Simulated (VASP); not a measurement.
## Au: single point with PBEsol

The system is Au.

```xyz
1
Lattice="-1.6213 1.6213 1.6213 1.6213 -1.6213 1.6213 1.6213 1.6213 -1.6213" Properties=species:S:1:pos:R:3 pbc="T T T"
Au    0.0000    0.0000    0.0000
```

```json
{
  "Program": "VASP 6.6.1",
  "Task": "single point",
  "Functional": "PBEsol",
  "Potentials or basis": "VASP PAW PBE potentials, release 64 (Au)",
  "Cutoff": "520 eV",
  "k mesh": "18 × 18 × 18",
  "Occupations": "fermi-dirac, width 0.1 eV",
  "Spin": "no spin polarisation",
  "Dipole correction": "no",
  "Further INCAR settings": "ALGO = Normal; EDIFF = 1e-06; NBANDS = 12"
}
```

```json
{"Pressure": "-0.3 GPa"}
```

Levels at points of the mesh, in eV from the Fermi level:
| k point | band 2 | band 3 | band 4 | band 5 | band 6 | band 7 | band 8 | band 9 | band 10 | band 11 |
| --- | --- | --- | --- | --- | --- | --- | --- | --- | --- | --- |
| (0.00, 0.00, 0.00) | -4.88 | -4.88 | -4.88 | -2.93 | -2.93 | 16.48 | 16.48 | 16.48 | 24.29 | 24.29 |
| (0.50, 0.00, 0.00) | -5.98 | -3.07 | -2.72 | -1.37 | -0.71 | 3.54 | 12.33 | 13.87 | 21.81 | 22.18 |
| (0.50, 0.50, 0.50) | -6.85 | -1.76 | -1.76 | -1.76 | 6.24 | 6.24 | 6.24 | 9.68 | 15.99 | 15.99 |

Run time: 36 s on 1 thread of AMD EPYC 7R43 64-Core Processor (Zen 3), with other jobs on the host, peak memory 0.13 GiB.

Caveat: the PAW data sets were made with another functional, which shifts forces and pressure a little; spin-orbit coupling is left out, which moves the levels of the heavy elements.
